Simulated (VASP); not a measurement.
# CuI (Marshite) (F-43m) in VASP: a series of runs

Runs on CuI (Marshite). Level: PBEsol. Tasks: single point, relaxation of cell and atoms.

All numbers are computed with VASP 6.6.1; they aren't measurements. Logs are shortened: lines on timing, memory, paths and dates and some standing lists are left out, and cuts for length are marked.

**1. The cell of the first run**

It takes space group F-43m (No. 216, cubic). The conventional cell has a = 5.580 Å, b = 5.580 Å, c = 5.580 Å, α = 90.00°, β = 90.00°, γ = 90.00°. Within 3.2 Å of Cu (site symmetry -43m) lie 4 I at 2.42 Å. I (site symmetry -43m) has 4 Cu at 2.42 Å within 3.2 Å.

**2. Single point, PBEsol**

Contents of INCAR:

```
PREC = Accurate ; ENCUT = 520
EDIFF = 1E-6 ; ISMEAR = 0
SIGMA = 0.01 ; LREAL = F
LASPH = T ; NELM = 80
ALGO = Normal ; ISIF = 2
LWAVE = F ; LCHARG = F
GGA = PS ; NBANDS = 16
```

Contents of KPOINTS:

```
Automatic mesh
0
Gamma
  8 8 8
```

Contents of POSCAR:

```
CuI
1.0
    0.0000000000      2.7901428609      2.7901428609
    2.7901428609      0.0000000000      2.7901428609
    2.7901428609      2.7901428609      0.0000000000
Cu I
1 1
Direct
    0.2500000000      0.2500000000      0.2500000000
    0.0000000000      0.0000000000      0.0000000000
```

Potentials or basis: VASP PAW PBE potentials, release 64 (Cu, I).

Command:

```sh
$ cat potpaw_PBE.64/Cu/POTCAR potpaw_PBE.64/I/POTCAR > POTCAR
$ mpirun -np 1 vasp_std > vasp.out
```

OUTCAR:

```text
PREC = Accurate
   ENCUT = 520
   EDIFF = 1E-6
   ISMEAR = 0
   LREAL = F
   LASPH = T
   NELM = 80
   ISIF = 2
   GGA = PS

 ion  position               nearest neighbor table
   1  0.250  0.250  0.250-   2 2.42   2 2.42   2 2.42   2 2.42
   2  0.000  0.000  0.000-   1 2.42   1 2.42   1 2.42   1 2.42

  LATTYP: Found a face centered cubic cell.
 ALAT       =     5.5802857218

  Lattice vectors:

 A1 = (   0.0000000000,   2.7901428609,   2.7901428609)
 A2 = (   2.7901428609,   0.0000000000,   2.7901428609)
 A3 = (   2.7901428609,   2.7901428609,   0.0000000000)

Analysis of symmetry for initial positions (statically):
=====================================================================
 Subroutine PRICEL returns:
 Original cell was already a primitive cell.

 Routine SETGRP: Setting up the symmetry group for a
 face centered cubic supercell.

 Subroutine GETGRP returns: Found 24 space group operations
 (whereof 24 operations were pure point group operations)
 out of a pool of 48 trial point group operations.

The static configuration has the point symmetry T_d .

Analysis of symmetry for dynamics (positions and initial velocities):
=====================================================================
 Subroutine PRICEL returns:
 Original cell was already a primitive cell.

 Routine SETGRP: Setting up the symmetry group for a
 face centered cubic supercell.

 Subroutine GETGRP returns: Found 24 space group operations
 (whereof 24 operations were pure point group operations)
 out of a pool of 48 trial point group operations.

The dynamic configuration has the point symmetry T_d .

 Subroutine INISYM returns: Found 24 space group operations
 (whereof 24 operations are pure point group operations),
 and found     1 'primitive' translations

----------------------------------------------------------------------------------------

                                     Primitive cell

  volume of cell :      43.4420

  direct lattice vectors                    reciprocal lattice vectors
     0.000000000  2.790142861  2.790142861    -0.179202294  0.179202294  0.179202294
     2.790142861  0.000000000  2.790142861     0.179202294 -0.179202294  0.179202294
     2.790142861  2.790142861  0.000000000     0.179202294  0.179202294 -0.179202294

  length of vectors
     3.945857875  3.945857875  3.945857875     0.310387477  0.310387477  0.310387477

  position of ions in fractional coordinates (direct lattice)
     0.250000000  0.250000000  0.250000000
     0.000000000  0.000000000  0.000000000

[... 76 lines left out ...]
   EDIFF  = 0.1E-05   stopping-criterion for ELM
   LREAL  =      F    real-space projection
   EDIFFG = 0.1E-04   stopping-criterion for IOM
   NSW    =      0    number of steps for IOM
   IBRION =     -1    ionic relax: 0-MD 1-quasi-New 2-CG
   NFREE  =      0    steps in history (QN), initial steepest desc. (CG)
   ISIF   =      2    stress and relaxation
   ISYM   =      2    0-nonsym 1-usesym 2-fastsym
   POTIM  = 0.5000    time-step for ionic-motion
   TEBEG  =    0.0;   TEEND  =   0.0 temperature during run
   PSTRESS=    0.0 pullay stress
   NELECT =      18.0000    total number of electrons
   NUPDOWN=      -1.0000    fix difference up-down
   EMIN   =  10.00;   EMAX   =-10.00  energy-range for DOS
   EFERMI =   0.00;   METHOD = LEGACY
   ISMEAR =     0;   SIGMA  =   0.01  broadening in eV -4-tet -1-fermi 0-gaus
   EFERMI_NEDOS =   21; number of points for ismear=-14 and -15
   IALGO  =     38    algorithm
   IMIX   =      4    mixing-type and parameters
     AMIX     =   0.40;   BMIX     =  1.00
     AMIX_MAG =   1.60;   BMIX_MAG =  1.00
  volume/ion in A,a.u.               =      21.72       146.58
  Fermi-wavevector in a.u.,A,eV,Ry     =   1.220476  2.306365 20.266715  1.489562
  Thomas-Fermi vector in A             =   2.355692
   LORBIT       =      0    0 simple, 1 ext, 2 COOP (PROOUT), +10 PAW based schemes
   GGA     = PS    functional components
   LHFCALC =     F    Hartree Fock is set to
   AEXX    =    0.0000 exact exchange contribution
   IVDW    =     0    specifies the selected vdW correction
   LEPSILON=     F    determine dielectric tensor
   LRPA    =     F    only Hartree local field effects (RPA)
 non-spin polarized calculation
 Gauss-broadening in eV      SIGMA  =   0.01
  energy-cutoff  :      520.00
  volume of cell :       43.44
 maximum number of plane-waves:      1211
 NGX is ok and might be reduce to    30
   NGX = 15   NGY = 15   NGZ = 15

 number of electron      17.9999997 magnetization

 Free energy of the ion-electron system (eV)
  ---------------------------------------------------
  ext. energy  EPLUGINS =         0.00000000
  ---------------------------------------------------
  free energy    TOTEN  =        -5.96574413 eV

  energy without entropy =       -5.96574413  energy(sigma->0) =       -5.96574413

 E-fermi :   7.4331     XC(G=0): -10.3245

 val. band max:        7.3874074144   @ k =   0.0000   0.0000   0.0000
 cond. band min:       9.2009200814   @ k =   0.0000   0.0000   0.0000
 fundamental gap:      1.8135126670
 Fermi energy:         7.4331211603

 k-point     1 :       0.0000    0.0000    0.0000
  band No.  band energies     occupation
      1      -8.2478      2.00000
      2       2.3532      2.00000
      3       2.3532      2.00000
      4       2.3532      2.00000
      5       4.2074      2.00000
      6       4.2074      2.00000
[... 433 lines left out ...]
      3       1.7839      2.00000
      4       2.4476      2.00000
      5       4.1001      2.00000
      6       4.2190      2.00000
[... 8 lines left out ...]
     15      18.4386      0.00000
     16      19.5357      0.00000

 [... further k-points ...]

------------------------ aborting loop because EDIFF is reached ----------------------------------------

  FORCE on cell =-STRESS in cart. coord.  units (eV):
  Direction    XX          YY          ZZ          XY          YZ          ZX
  --------------------------------------------------------------------------------------
  -------------------------------------------------------------------------------------
  Total        4.2000320      4.2000320      4.2000320      0.0000000      0.0000000     -0.0000000
  in kB      154.9008711    154.9008711    154.9008711      0.0000000      0.0000000     -0.0000000
  external PRESSURE =     154.9008711 kB  Pullay stress =       0.0000000 kB

 VOLUME and BASIS-vectors are now :
 -----------------------------------------------------------------------------
  energy-cutoff  :      520.00
  volume of cell :       43.44
      direct lattice vectors                 reciprocal lattice vectors
     0.000000000  2.790142861  2.790142861    -0.179202294  0.179202294  0.179202294
     2.790142861  0.000000000  2.790142861     0.179202294 -0.179202294  0.179202294
     2.790142861  2.790142861  0.000000000     0.179202294  0.179202294 -0.179202294

 POSITION                                       TOTAL-FORCE (eV/Angst)
 -----------------------------------------------------------------------------------
      1.39507      1.39507      1.39507         0.000000      0.000000      0.000000
      0.00000      0.00000      0.00000        -0.000000     -0.000000     -0.000000
 -----------------------------------------------------------------------------------
    total drift:                                0.000000      0.000000     -0.000000

  FREE ENERGIE OF THE ION-ELECTRON SYSTEM (eV)
  ---------------------------------------------------
  free  energy   TOTEN  =        -5.9657441292 eV

  energy  without entropy=       -5.9657441292  energy(sigma->0) =       -5.96574413
```

OSZICAR:

```text
N       E                     dE             d eps       ncg     rms          rms(c)
DAV:   1     0.964867641440E+02    0.96487E+02   -0.79209E+03   936   0.131E+03
DAV:   2    -0.725704810805E+00   -0.97212E+02   -0.89292E+02   968   0.245E+02
DAV:   3    -0.634877215511E+01   -0.56231E+01   -0.55566E+01  1272   0.622E+01
DAV:   4    -0.648130784917E+01   -0.13254E+00   -0.13250E+00  1112   0.881E+00
DAV:   5    -0.648837755014E+01   -0.70697E-02   -0.70696E-02  1424   0.224E+00    0.813E+00
DAV:   6    -0.634327735835E+01    0.14510E+00   -0.58700E+00   936   0.738E+01    0.521E+00
DAV:   7    -0.597453285413E+01    0.36874E+00   -0.13923E+00  1056   0.442E+01    0.243E+00
DAV:   8    -0.597257611813E+01    0.19567E-02   -0.82310E-02  1440   0.524E+00    0.828E-01
DAV:   9    -0.596567283273E+01    0.69033E-02   -0.21666E-02  1216   0.473E+00    0.276E-01
DAV:  10    -0.596583972610E+01   -0.16689E-03   -0.11798E-03  1208   0.312E-01    0.199E-01
DAV:  11    -0.596573474538E+01    0.10498E-03   -0.34733E-04  1272   0.667E-01    0.262E-02
DAV:  12    -0.596574388392E+01   -0.91385E-05   -0.95030E-05  1480   0.159E-01    0.417E-02
DAV:  13    -0.596574412922E+01   -0.24530E-06   -0.25704E-06  1016   0.105E-02
   1 F= -.59657441E+01 E0= -.59657441E+01  d E =-.277705E-13
```

Run time: 16 s. Hardware: 1 thread of Intel Xeon Platinum 8375C at 2.90GHz (Ice Lake), shared host; peak memory 0.18 GiB.

What came out:

| Property | Result |
| --- | --- |
| Free energy | -5.9657 eV |
| Pressure | 15.5 GPa |
| Band gap on the k mesh | 1.81 eV, direct |

Caveat: the PAW data sets were made with another functional, which shifts forces and pressure a little; spin-orbit coupling is left out, which moves the levels of the heavy elements. A k mesh can miss the band edges.

**3. Relaxation of cell and atoms, PBEsol, target pressure 15 GPa, at which the enthalpy is minimised**

This run uses another cell than the first one, of 24.13 Å³/atom, 1.111 times its volume.

Contents of INCAR:

```
ALGO = Normal
EDIFF = 1E-7
EDIFFG = -0.001
ENCUT = 600
GGA = PS
IBRION = 2
ISIF = 3
ISMEAR = 0
LASPH = True
LCHARG = False
LREAL = False
LWAVE = False
NELM = 80
NSW = 80
PREC = Accurate
PSTRESS = 150.0
SIGMA = 0.01
```

Contents of KPOINTS:

```
k-points
0
Gamma
  8 8 8
```

Contents of POSCAR:

```
CuI
1.0
    0.0000000000      2.8897616915      2.8897616915
    2.8897616915      0.0000000000      2.8897616915
    2.8897616915      2.8897616915      0.0000000000
Cu I
1 1
Direct
    0.2500000000      0.2500000000      0.2500000000
    0.0000000000      0.0000000000      0.0000000000
```

Potentials or basis: VASP PAW PBE potentials, release 64 (Cu, I).

Command:

```sh
$ cat potpaw_PBE.64/Cu/POTCAR potpaw_PBE.64/I/POTCAR > POTCAR
$ mpirun -np 1 vasp_std > vasp.out
```

OUTCAR:

```text
EDIFF = 1E-7
   EDIFFG = -0.001
   ENCUT = 600
   GGA = PS
   IBRION = 2
   ISIF = 3
   ISMEAR = 0
   LASPH = True
   LREAL = False
   NELM = 80
   NSW = 80
   PREC = Accurate
   PSTRESS = 150.0

 ion  position               nearest neighbor table
   1  0.250  0.250  0.250-   2 2.50   2 2.50   2 2.50   2 2.50
   2  0.000  0.000  0.000-   1 2.50   1 2.50   1 2.50   1 2.50

  LATTYP: Found a face centered cubic cell.
 ALAT       =     5.7795233830

  Lattice vectors:

 A1 = (   0.0000000000,   2.8897616915,   2.8897616915)
 A2 = (   2.8897616915,   0.0000000000,   2.8897616915)
 A3 = (   2.8897616915,   2.8897616915,   0.0000000000)

Analysis of symmetry for initial positions (statically):
=====================================================================
 Subroutine PRICEL returns:
 Original cell was already a primitive cell.

 Routine SETGRP: Setting up the symmetry group for a
 face centered cubic supercell.

 Subroutine GETGRP returns: Found 24 space group operations
 (whereof 24 operations were pure point group operations)
 out of a pool of 48 trial point group operations.

The static configuration has the point symmetry T_d .

Analysis of symmetry for dynamics (positions and initial velocities):
=====================================================================
 Subroutine PRICEL returns:
 Original cell was already a primitive cell.

 Routine SETGRP: Setting up the symmetry group for a
 face centered cubic supercell.
[... 148 lines left out ...]

 Free energy of the ion-electron system (eV)
  ---------------------------------------------------
  ext. energy  EPLUGINS =         0.00000000
  ---------------------------------------------------
  free energy    TOTEN  =        -6.25771011 eV

  energy without entropy =       -6.25771011  energy(sigma->0) =       -6.25771011

 E-fermi :   6.0186     XC(G=0):  -9.8145

 val. band max:        5.9638901432   @ k =   0.0000   0.0000   0.0000
 cond. band min:       7.4112327895   @ k =   0.0000   0.0000   0.0000
 fundamental gap:      1.4473426463
 Fermi energy:         6.0185936102

 k-point     1 :       0.0000    0.0000    0.0000
  band No.  band energies     occupation
      1      -8.9118      2.00000
      2       1.5880      2.00000
      3       1.5880      2.00000
      4       1.5880      2.00000
      5       3.4093      2.00000
      6       3.4093      2.00000
      7       5.9639      2.00000
      8       5.9639      2.00000
      9       5.9639      2.00000
     10       7.4112      0.00000
     11      10.6155      0.00000
     12      10.6155      0.00000
     13      10.6155      0.00000
[... 595 lines left out ...]
--------------------------------------- Ionic step        7  -------------------------------------------

 number of electron      18.0000006 magnetization

 Free energy of the ion-electron system (eV)
  ---------------------------------------------------
  ext. energy  EPLUGINS =         0.00000000
  ---------------------------------------------------
  free energy    TOTEN  =        -5.97140379 eV

  energy without entropy =       -5.97140379  energy(sigma->0) =       -5.97140379

 E-fermi :   7.4570     XC(G=0): -10.3186

 val. band max:        7.3718527451   @ k =   0.0000   0.0000   0.0000
 cond. band min:       9.1804086734   @ k =   0.0000   0.0000   0.0000
 fundamental gap:      1.8085559283
 Fermi energy:         7.4570242395

 k-point     1 :       0.0000    0.0000    0.0000
  band No.  band energies     occupation
      1      -8.2563      2.00000
      2       2.3456      2.00000
      3       2.3456      2.00000
      4       2.3456      2.00000
      5       4.2013      2.00000
      6       4.2013      2.00000
      7       7.3719      2.00000
      8       7.3719      2.00000
      9       7.3719      2.00000
     10       9.1804      0.00000
     11      11.8545      0.00000
     12      11.8545      0.00000
     13      11.8545      0.00000
[... 401 lines left out ...]
  energy  without entropy=       -5.9714037902  energy(sigma->0) =       -5.97140379

  enthalpy is  TOTEN    =        -1.8996002661 eV   P V=        4.0718035241

 reached required accuracy - stopping structural energy minimisation
```

OSZICAR:

```text
N       E                     dE             d eps       ncg     rms          rms(c)
DAV:   1     0.103136716776E+03    0.10314E+03   -0.85331E+03   754   0.173E+03
DAV:   2     0.749114059074E+00   -0.10239E+03   -0.96451E+02   779   0.289E+02
DAV:   3    -0.645145781924E+01   -0.72006E+01   -0.69598E+01  1002   0.848E+01
DAV:   4    -0.666317665247E+01   -0.21172E+00   -0.21146E+00   839   0.126E+01
[... 79 lines left out ...]
DAV:   3    -0.597143711240E+01    0.37360E-03   -0.19075E-03   804   0.171E+00    0.419E-02
DAV:   4    -0.597140610075E+01    0.31012E-04   -0.10191E-04   854   0.947E-02    0.139E-02
DAV:   5    -0.597140444976E+01    0.16510E-05   -0.47274E-06  1060   0.690E-02    0.111E-02
DAV:   6    -0.597140388565E+01    0.56411E-06   -0.10014E-06  1146   0.126E-02    0.394E-03
DAV:   7    -0.597140379017E+01    0.95472E-07   -0.22100E-07   569   0.207E-02
   7 F= -.18996003E+01 E0= -.18996003E+01  d E =-.380874E-04
```

CONTCAR:

```text
CuI
   1.00000000000000
     0.0000000000000000    2.7912070102711333    2.7912070102711333
     2.7912070102711333   -0.0000000000000000    2.7912070102711333
     2.7912070102711333    2.7912070102711333    0.0000000000000000
  Cu              I
     1     1
Direct
     0.2500000000000000    0.2500000000000000    0.2500000000000000
     0.0000000000000000    0.0000000000000000    0.0000000000000000

  0.00000000E+00  0.00000000E+00  0.00000000E+00
  0.00000000E+00  0.00000000E+00  0.00000000E+00
```

Run time: 1.9 min. Hardware: 1 thread of Intel Xeon Platinum 8375C at 2.90GHz (Ice Lake), shared host; peak memory 0.22 GiB.

Results:

- Free energy: -5.9714 eV
- Relaxed volume: 21.75 Å³/atom
- Relaxed cell: a = 3.947 Å, b = 3.947 Å, c = 3.947 Å, α = 60.00°, β = 60.00°, γ = 60.00°
- Space group after relaxing (to 0.05 Å): F-43m (No. 216)
- Energy change on relaxing (the enthalpy is what falls): +143.2 meV/atom
- Ionic steps: 7
- Pressure after relaxing: 15.0 GPa
- Band gap on the k mesh: 1.81 eV, direct

The path:
```
step  energy change (eV)  largest force (eV/Å)  pressure (GPa)  volume (Å³)
   1              0.0000                0.0000            5.16        48.26
   2              0.9874                0.0000           33.01        38.63
   3              0.2756                0.0000           14.72        43.61
   4              0.2839                0.0000           14.94        43.52
   5              0.2925                0.0000           15.19        43.43
   6              0.2789                0.0000           14.79        43.57
   7              0.2863                0.0000           15.00        43.49
```

Final structure:
```xyz
2
Lattice="0.0000 2.7912 2.7912 2.7912 0.0000 2.7912 2.7912 2.7912 0.0000" Properties=species:S:1:pos:R:3 pbc="T T T"
Cu    1.3956    1.3956    1.3956
I     0.0000    0.0000    0.0000
```

Levels at points of the mesh, in eV from the valence-band top:
| k point | band 6 | band 7 | band 8 | band 9 | band 10 | band 11 | band 12 | band 13 |
| --- | --- | --- | --- | --- | --- | --- | --- | --- |
| (0.00, 0.00, 0.00) | -3.17 | 0.00 | 0.00 | 0.00 | 1.81 | 4.48 | 4.48 | 4.48 |
| (0.50, 0.00, 0.00) | -3.13 | -3.06 | -1.20 | -1.20 | 2.27 | 5.11 | 5.11 | 7.31 |
| (0.50, 0.50, 0.00) | -3.05 | -3.04 | -2.61 | -2.61 | 2.03 | 2.53 | 11.05 | 11.05 |

Caveat: the cell is relaxed towards a set pressure, so the enthalpy falls and the energy may rise; the PAW data sets were made with another functional, which shifts forces and pressure a little; spin-orbit coupling is left out, which moves the levels of the heavy elements. A k mesh can miss the band edges.
